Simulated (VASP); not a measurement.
# BAs (I-4m2) in VASP: further runs

Runs on BAs. Level: LDA. Tasks: single point.

Program: VASP 6.6.1. These are calculated values, not measurements. Logs are shortened: lines on timing, memory, paths and dates and some standing lists are left out, and cuts for length are marked.

## (1) The cell of the first run

It takes space group I-4m2 (No. 119, tetragonal). Conventional cell: a = 3.378 Å, b = 3.378 Å, c = 4.395 Å, α = 90.00°, β = 90.00°, γ = 90.00°. B (site symmetry -4m2) has 4 As at 2.01 Å within 2.7 Å. Within 2.7 Å of As (site symmetry -4m2) lie 4 B at 2.01 Å.

## (2) Single point, LDA (strain +0.000 along x and y, -0.080 along z)

File INCAR:

```
SYSTEM = BAs
ALGO = Normal ; EDIFF = 1E-6
ENCUT = 1230 ; GGA_COMPAT = .False.
ISIF = 2 ; ISMEAR = 0
LASPH = .True. ; LCHARG = .False.
LREAL = .False. ; LWAVE = .False.
NBANDS = 16 ; NELM = 120
PREC = Accurate ; SIGMA = 0.05
```

File KPOINTS:

```
k-points
0
Gamma
  10 10 10
  0 0 0
```

File POSCAR:

```
BAs
1.0
    0.0000000000      2.3885000000      2.1974200000
    2.3885000000      0.0000000000      2.1974200000
    2.3885000000      2.3885000000      0.0000000000
B As
1 1
Direct
    0.0000000000      0.0000000000      0.0000000000
    0.7500000000      0.7500000000      0.7500000000
```

Potentials or basis: VASP PAW LDA potentials, release 64 (B_h, As_d).

Launch:

```console
$ cat potpaw_LDA.64/B_h/POTCAR potpaw_LDA.64/As_d/POTCAR > POTCAR
$ mpirun -np 1 vasp_std > vasp.out
```

OUTCAR:

```text
SYSTEM = BAs
   EDIFF = 1E-6
   ENCUT = 1230
   ISIF = 2
   ISMEAR = 0
   LASPH = .True.
   LREAL = .False.
   NELM = 120
   PREC = Accurate

 ion  position               nearest neighbor table
   1  0.000  0.000  0.000-   2 2.01   2 2.01   2 2.01   2 2.01
   2  0.750  0.750  0.750-   1 2.01   1 2.01   1 2.01   1 2.01

  LATTYP: Found a body centered tetragonal cell.
 ALAT       =     3.3778490937
 C/A-ratio  =     1.3010764774

  Lattice vectors:

 A1 = (   0.0000000000,  -2.3885000000,  -2.1974200000)
 A2 = (   0.0000000000,   2.3885000000,  -2.1974200000)
 A3 = (   2.3885000000,   0.0000000000,   2.1974200000)

Analysis of symmetry for initial positions (statically):
=====================================================================
 Subroutine PRICEL returns:
 Original cell was already a primitive cell.

 Routine SETGRP: Setting up the symmetry group for a
 body centered tetragonal supercell.

 Subroutine GETGRP returns: Found  8 space group operations
 (whereof  8 operations were pure point group operations)
 out of a pool of 16 trial point group operations.

The static configuration has the point symmetry D_2d.

Analysis of symmetry for dynamics (positions and initial velocities):
=====================================================================
 Subroutine PRICEL returns:
 Original cell was already a primitive cell.

 Routine SETGRP: Setting up the symmetry group for a
 body centered tetragonal supercell.

 Subroutine GETGRP returns: Found  8 space group operations
 (whereof  8 operations were pure point group operations)
 out of a pool of 16 trial point group operations.

The dynamic configuration has the point symmetry D_2d.

 Subroutine INISYM returns: Found  8 space group operations
 (whereof  8 operations are pure point group operations),
 and found     1 'primitive' translations

----------------------------------------------------------------------------------------

                                     Primitive cell

  volume of cell :      25.0723

  direct lattice vectors                    reciprocal lattice vectors
     0.000000000  2.388500000  2.197420000    -0.209336404  0.209336404  0.227539569
     2.388500000  0.000000000  2.197420000     0.209336404 -0.209336404  0.227539569
     2.388500000  2.388500000  0.000000000     0.209336404  0.209336404 -0.227539569

  length of vectors
     3.245548784  3.245548784  3.377849094     0.373386817  0.373386817  0.373386817

  position of ions in fractional coordinates (direct lattice)
     0.000000000  0.000000000  0.000000000
     0.750000000  0.750000000  0.750000000

  ion indices of the primitive-cell ions
   primitive index   ion index
                 1           1
                 2           2

----------------------------------------------------------------------------------------

 KPOINTS: k-points

Automatic generation of k-mesh.
 Grid dimensions read from file:
 generate k-points for:   10   10   10

 Generating k-lattice:

  Cartesian coordinates                     Fractional coordinates (reciprocal lattice)
    -0.020933640  0.020933640  0.022753957     0.100000000  0.000000000  0.000000000
     0.020933640 -0.020933640  0.022753957     0.000000000  0.100000000  0.000000000
     0.020933640  0.020933640 -0.022753957    -0.000000000 -0.000000000  0.100000000

  Length of vectors
     0.037338682  0.037338682  0.037338682

  Shift w.r.t. Gamma in fractional coordinates (k-lattice)
     0.000000000  0.000000000  0.000000000

 Subroutine IBZKPT returns following result:
 ===========================================

 Found    102 irreducible k-points:

 Following reciprocal coordinates:
            Coordinates               Weight
  0.000000  0.000000  0.000000      1.000000
  0.100000 -0.000000  0.000000      8.000000
  0.200000 -0.000000  0.000000      8.000000
  0.300000  0.000000  0.000000      8.000000
  0.400000 -0.000000  0.000000      8.000000
  0.500000  0.000000  0.000000      4.000000
[... 16 lines left out ...]
  0.300000  0.300000  0.000000      2.000000
  0.400000  0.300000  0.000000      8.000000
 [... further k-points ...]
   k-points           NKPTS =    102   k-points in BZ     NKDIM =    102   number of bands    NBANDS=     16
   number of dos      NEDOS =    301   number of ions     NIONS =      2
   total plane-waves  NPLWV =  64000
   dimension x,y,z NGX =    40 NGY =   40 NGZ =   40
   dimension x,y,z NGXF=    80 NGYF=   80 NGZF=   80
   ions per type =               1   1
   NGX,Y,Z   is equivalent  to a cutoff of  20.49, 20.49, 19.69 a.u.
   NGXF,Y,Z  is equivalent  to a cutoff of  40.98, 40.98, 39.37 a.u.
 SYSTEM =  BAs
   PREC   = accura    normal or accurate (medium, high low for compatibility)
   ISTART =      0    job   : 0-new  1-cont  2-samecut
   ICHARG =      2    charge: 1-file 2-atom 10-const
   ISPIN  =      1    spin polarized calculation?
   LNONCOLLINEAR =      F non collinear calculations
   LSORBIT =      F    spin-orbit coupling
   LASPH  =      T    aspherical Exc in radial PAW
   ENCUT  = 1230.0 eV  90.40 Ry    9.51 a.u.   9.28  9.28  9.66*2*pi/ulx,y,z
   NELM   =    120;   NELMIN=  2; NELMDL= -5     # of ELM steps
   EDIFF  = 0.1E-05   stopping-criterion for ELM
   LREAL  =      F    real-space projection
   EDIFFG = 0.1E-04   stopping-criterion for IOM
   NSW    =      0    number of steps for IOM
   IBRION =     -1    ionic relax: 0-MD 1-quasi-New 2-CG
   NFREE  =      0    steps in history (QN), initial steepest desc. (CG)
   ISIF   =      2    stress and relaxation
   ISYM   =      2    0-nonsym 1-usesym 2-fastsym
   POTIM  = 0.5000    time-step for ionic-motion
   TEBEG  =    0.0;   TEEND  =   0.0 temperature during run
   PSTRESS=    0.0 pullay stress
   NELECT =      18.0000    total number of electrons
   NUPDOWN=      -1.0000    fix difference up-down
   EMIN   =  10.00;   EMAX   =-10.00  energy-range for DOS
   EFERMI =   0.00;   METHOD = LEGACY
   ISMEAR =     0;   SIGMA  =   0.05  broadening in eV -4-tet -1-fermi 0-gaus
   EFERMI_NEDOS =   21; number of points for ismear=-14 and -15
   IALGO  =     38    algorithm
   IMIX   =      4    mixing-type and parameters
     AMIX     =   0.40;   BMIX     =  1.00
     AMIX_MAG =   1.60;   BMIX_MAG =  1.00
  volume/ion in A,a.u.               =      12.54        84.60
  Fermi-wavevector in a.u.,A,eV,Ry     =   1.465889  2.770129 29.236623  2.148831
  Thomas-Fermi vector in A             =   2.581692
   LORBIT       =      0    0 simple, 1 ext, 2 COOP (PROOUT), +10 PAW based schemes
   GGA     = CA    functional components
   LHFCALC =     F    Hartree Fock is set to
   AEXX    =    0.0000 exact exchange contribution
   IVDW    =     0    specifies the selected vdW correction
   LEPSILON=     F    determine dielectric tensor
   LRPA    =     F    only Hartree local field effects (RPA)
 non-spin polarized calculation
 Gauss-broadening in eV      SIGMA  =   0.05
  energy-cutoff  :     1230.00
  volume of cell :       25.07
 maximum number of plane-waves:      2481
 NGX is ok and might be reduce to    40
   NGX = 19   NGY = 19   NGZ = 19

 number of electron      18.0000000 magnetization

 Free energy of the ion-electron system (eV)
  ---------------------------------------------------
  ext. energy  EPLUGINS =         0.00000000
  ---------------------------------------------------
  free energy    TOTEN  =       -12.82813609 eV

  energy without entropy =      -12.82807967  energy(sigma->0) =      -12.82810788

 E-fermi :   6.3749     XC(G=0): -11.9121

 val. band max:        6.3748919590   @ k =   0.4000   0.4000   0.0000
 cond. band min:       6.5861619394   @ k =   0.0000   0.0000   0.0000
 fundamental gap:      0.2112699805
 Fermi energy:         6.3748919608

 k-point     1 :       0.0000    0.0000    0.0000
  band No.  band energies     occupation
      1     -29.9241      2.00000
      2     -29.9241      2.00000
      3     -29.9114      2.00000
      4     -29.8917      2.00000
      5     -29.8840      2.00000
      6     -10.0807      2.00000
[... 8 lines left out ...]
     15      18.4794      0.00000
     16      19.8436      0.00000

 k-point     2 :       0.1000   -0.0000    0.0000
  band No.  band energies     occupation
      1     -29.9232      2.00000
      2     -29.9229      2.00000
      3     -29.9110      2.00000
      4     -29.8919      2.00000
      5     -29.8837      2.00000
      6      -9.9036      2.00000
[... 8 lines left out ...]
     15      17.5004      0.00000
     16      18.5160      0.00000

 k-point     3 :       0.2000   -0.0000    0.0000
  band No.  band energies     occupation
      1     -29.9210      2.00000
      2     -29.9201      2.00000
      3     -29.9098      2.00000
      4     -29.8921      2.00000
      5     -29.8827      2.00000
      6      -9.3797      2.00000
[... 8 lines left out ...]
     15      17.1257      0.00000
     16      18.5663      0.00000

 k-point     4 :       0.3000    0.0000    0.0000
  band No.  band energies     occupation
      1     -29.9185      2.00000
      2     -29.9173      2.00000
      3     -29.9087      2.00000
      4     -29.8919      2.00000
      5     -29.8807      2.00000
      6      -8.5424      2.00000
[... 8 lines left out ...]
     15      18.1405      0.00000
     16      18.9472      0.00000

 k-point     5 :       0.4000   -0.0000    0.0000
  band No.  band energies     occupation
      1     -29.9168      2.00000
      2     -29.9156      2.00000
      3     -29.9081      2.00000
      4     -29.8912      2.00000
      5     -29.8786      2.00000
      6      -7.5201      2.00000
[... 8 lines left out ...]
     15      20.0171      0.00000
     16      20.1896      0.00000

 k-point     6 :       0.5000    0.0000    0.0000
  band No.  band energies     occupation
      1     -29.9161      2.00000
      2     -29.9150      2.00000
      3     -29.9080      2.00000
      4     -29.8907      2.00000
      5     -29.8777      2.00000
      6      -6.8975      2.00000
[... 8 lines left out ...]
     15      21.1651      0.00000
     16      21.9078      0.00000

 k-point     7 :       0.1000    0.1000    0.0000
  band No.  band energies     occupation
      1     -29.9218      2.00000
      2     -29.9218      2.00000
      3     -29.9124      2.00000
      4     -29.8927      2.00000
      5     -29.8829      2.00000
      6      -9.8183      2.00000
[... 8 lines left out ...]
     15      18.6926      0.00000
     16      18.7691      0.00000

 k-point     8 :       0.2000    0.1000    0.0000
  band No.  band energies     occupation
      1     -29.9191      2.00000
      2     -29.9189      2.00000
      3     -29.9125      2.00000
      4     -29.8937      2.00000
      5     -29.8815      2.00000
      6      -9.3839      2.00000
[... 8 lines left out ...]
     15      18.3385      0.00000
     16      18.5704      0.00000

 k-point     9 :       0.3000    0.1000    0.0000
  band No.  band energies     occupation
      1     -29.9168      2.00000
      2     -29.9159      2.00000
      3     -29.9112      2.00000
      4     -29.8941      2.00000
      5     -29.8796      2.00000
      6      -8.6250      2.00000
[... 8 lines left out ...]
     15      18.9289      0.00000
     16      19.2868      0.00000
[... 172 lines left out ...]
 k-point    19 :       0.5000    0.2000    0.0000
  band No.  band energies     occupation
      1     -29.9138      2.00000
      2     -29.9090      2.00000
      3     -29.9086      2.00000
      4     -29.8957      2.00000
      5     -29.8765      2.00000
      6      -6.5041      2.00000
[... 8 lines left out ...]
     15      21.8687      0.00000
     16      22.1261      0.00000

 k-point    20 :      -0.4000    0.2000    0.0000
  band No.  band energies     occupation
      1     -29.9131      2.00000
      2     -29.9096      2.00000
      3     -29.9088      2.00000
      4     -29.8937      2.00000
      5     -29.8783      2.00000
      6      -6.4851      2.00000
[... 8 lines left out ...]
     15      19.2403      0.00000
     16      22.4102      0.00000

 k-point    21 :      -0.3000    0.2000    0.0000
  band No.  band energies     occupation
      1     -29.9149      2.00000
      2     -29.9118      2.00000
      3     -29.9082      2.00000
      4     -29.8919      2.00000
      5     -29.8809      2.00000
      6      -7.4053      2.00000
[... 8 lines left out ...]
     15      17.8766      0.00000
     16      22.3064      0.00000

 k-point    22 :      -0.2000    0.2000    0.0000
  band No.  band energies     occupation
      1     -29.9181      2.00000
      2     -29.9153      2.00000
      3     -29.9075      2.00000
      4     -29.8910      2.00000
      5     -29.8827      2.00000
      6      -8.3474      2.00000
[... 8 lines left out ...]
     15      18.6896      0.00000
     16      20.8336      0.00000

 k-point    23 :       0.3000    0.3000    0.0000
  band No.  band energies     occupation
      1     -29.9177      2.00000
      2     -29.9080      2.00000
      3     -29.9080      2.00000
      4     -29.8992      2.00000
      5     -29.8764      2.00000
      6      -7.7850      2.00000
[... 8 lines left out ...]
     15      21.0936      0.00000
     16      22.4805      0.00000

 k-point    24 :       0.4000    0.3000    0.0000
  band No.  band energies     occupation
      1     -29.9181      2.00000
      2     -29.9052      2.00000
      3     -29.9051      2.00000
      4     -29.9003      2.00000
      5     -29.8750      2.00000
      6      -6.9296      2.00000
[... 8 lines left out ...]
     15      22.3912      0.00000
     16      23.2212      0.00000

 [... further k-points ...]

------------------------ aborting loop because EDIFF is reached ----------------------------------------

  FORCE on cell =-STRESS in cart. coord.  units (eV):
  Direction    XX          YY          ZZ          XY          YZ          ZX
  --------------------------------------------------------------------------------------
  -------------------------------------------------------------------------------------
  Total        0.6241026      0.6241026      3.0999873      0.0000000     -0.0000000      0.0000000
  in kB       39.8816431     39.8816431    198.0965596      0.0000000     -0.0000000      0.0000000
  external PRESSURE =      92.6199486 kB  Pullay stress =       0.0000000 kB

 VOLUME and BASIS-vectors are now :
 -----------------------------------------------------------------------------
  energy-cutoff  :     1230.00
  volume of cell :       25.07
      direct lattice vectors                 reciprocal lattice vectors
     0.000000000  2.388500000  2.197420000    -0.209336404  0.209336404  0.227539569
     2.388500000  0.000000000  2.197420000     0.209336404 -0.209336404  0.227539569
     2.388500000  2.388500000  0.000000000     0.209336404  0.209336404 -0.227539569

 POSITION                                       TOTAL-FORCE (eV/Angst)
 -----------------------------------------------------------------------------------
      0.00000      0.00000      0.00000        -0.000000     -0.000000     -0.000000
      3.58275      3.58275      3.29613         0.000000      0.000000      0.000000
 -----------------------------------------------------------------------------------
    total drift:                               -0.000000     -0.000000      0.000000

  FREE ENERGIE OF THE ION-ELECTRON SYSTEM (eV)
  ---------------------------------------------------
  free  energy   TOTEN  =       -12.8281360921 eV

  energy  without entropy=      -12.8280796731  energy(sigma->0) =      -12.82810788
```

Wall time 3.9 min (1 thread of AMD EPYC 7R43 (Zen 3), shared host); peak memory 0.25 GiB.

What came out:

```
Free energy            : -12.8281 eV
Pressure               : 9.3 GPa
Band gap on the k mesh : zero (bands 9 and 10 overlap by 0.21 eV)
```

Caveat: the cell differs from its parent crystal (strain +0.000 along x and y, -0.080 along z); the stress differs along the axes, from 4 to 20 GPa; semilocal functionals underestimate gaps, and a narrow one can read as zero.

## (3) Single point, LDA (strain +0.000 along x and y, -0.040 along z)

File INCAR:

```
ALGO     = Normal         # electronic algorithm
EDIFF    = 1E-6           # SCF threshold, eV
ENCUT    = 1230           # plane-wave cutoff, eV
GGA      = CA             # functional
GGA_COMPAT= F            
ISIF     = 2              # what is computed and relaxed
ISMEAR   = 0              # smearing method
LASPH    = T              # aspherical terms in the spheres
LCHARG   = F              # write CHGCAR
LREAL    = F              # projectors in reciprocal space
LWAVE    = F              # write WAVECAR
NBANDS   = 16             # bands
NELM     = 120            # most SCF steps
PREC     = Accurate       # precision mode
SIGMA    = 0.05           # smearing width, eV
```

File KPOINTS:

```
k-points
0
Gamma
  10 10 10
```

File POSCAR:

```
BAs
1.0
    0.0000000000      2.3885000000      2.2929600000
    2.3885000000      0.0000000000      2.2929600000
    2.3885000000      2.3885000000      0.0000000000
B As
1 1
Direct
    0.0000000000      0.0000000000      0.0000000000
    0.7500000000      0.7500000000      0.7500000000
```

Potentials or basis: VASP PAW LDA potentials, release 64 (B_h, As_d).

Launch:

```console
$ cat potpaw_LDA.64/B_h/POTCAR potpaw_LDA.64/As_d/POTCAR > POTCAR
$ mpirun -np 1 vasp_std > vasp.out
```

Run time: 1.8 min. Hardware: 1 thread of Intel Xeon Platinum 8559C (Emerald Rapids), shared host; peak memory 0.29 GiB.

Results (log left out):

| Item | Value |
| --- | --- |
| Free energy | -12.9219 eV |
| Pressure | 2.2 GPa |
| Band gap on the k mesh | 0.47 eV (least direct gap 2.88 eV) |

Stress tensor (GPa, compression positive):
```
-0.55  0.00  0.00
 0.00 -0.55  0.00
 0.00  0.00  7.70
```

Levels at points of the mesh, in eV from the valence-band top:
```
           k point  band 5  band 6  band 7  band 8  band 9  band 10  band 11  band 12  band 13  band 14
(0.00, 0.00, 0.00)  -36.16  -16.01   -0.39   -0.39    0.00     2.88     3.14     3.14     4.93     9.33
(0.50, 0.00, 0.00)  -36.16  -13.00   -9.30   -2.38   -1.90     2.57     4.37     4.84     8.57    12.47
(0.50, 0.50, 0.00)  -36.15  -11.43   -8.66   -4.76   -4.76     0.70     0.80    11.42    11.42    13.03
(0.50, 0.00, 0.50)  -36.16  -11.78   -9.01   -4.39   -4.32     1.23     1.29    11.03    11.61    12.57
```

Caveat: the cell differs from its parent crystal (strain +0.000 along x and y, -0.040 along z); the stress differs along the axes, from -1 to 8 GPa; semilocal functionals underestimate gaps, and a narrow one can read as zero. A k mesh can miss the band edges.

(Part 1 of 2 ends here.)

The gap in the log of VASP goes by the Fermi energy; the results here count the filled bands.